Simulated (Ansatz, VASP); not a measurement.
**Two plane-wave programs on Co3Si4Ni**

```
Co Si Ni
1.0
     3.13949    1.81259    2.57598
    -3.13949    1.81259    2.57598
     0.00000   -3.62518    2.57598
Co Si Ni
3 4 1
Direct
  0.64376 0.14954 0.85552
  0.85552 0.64376 0.14954
  0.14954 0.85552 0.64376
  0.34456 0.84256 0.15240
  0.65872 0.65872 0.65872
  0.15240 0.34456 0.84256
  0.84256 0.15240 0.34456
  0.35294 0.35294 0.35294
```

Alike in both runs: task single point; functional PBE; k mesh 6 × 6 × 6; occupations gaussian, width 0.2 eV; no spin polarisation.

|  | VASP | Ansatz |
| --- | --- | --- |
| version | VASP 6.6.1 | Ansatz 0.2.0 |
| potentials or method | VASP PAW PBE potentials, release 64 (Co, Si, Ni), cutoff 520 eV | scalar-relativistic, plane waves, PAW |
| valence electrons in the cell | 53 | 85 |

|  | VASP | Ansatz | Ansatz less VASP |
| --- | --- | --- | --- |
| gap on the k mesh at the Fermi level (eV) | none | none | - |
| pressure (GPa) | 0.0 | 0.0 | +0.05 |
| rms of the force components (eV/Å) | 0.004 | 0.003 | -0.0013 |

Atom by atom the forces differ by 0.002 eV/Å (rms over components). A gap of «none» marks a metal or a gap that the smearing closes. With one functional, cell and mesh, what is left measures potentials, basis and numerics. VASP's potentials hold 53 valence electrons a cell and Ansatz's 85, so a difference there can come from the potentials and not from the codes.
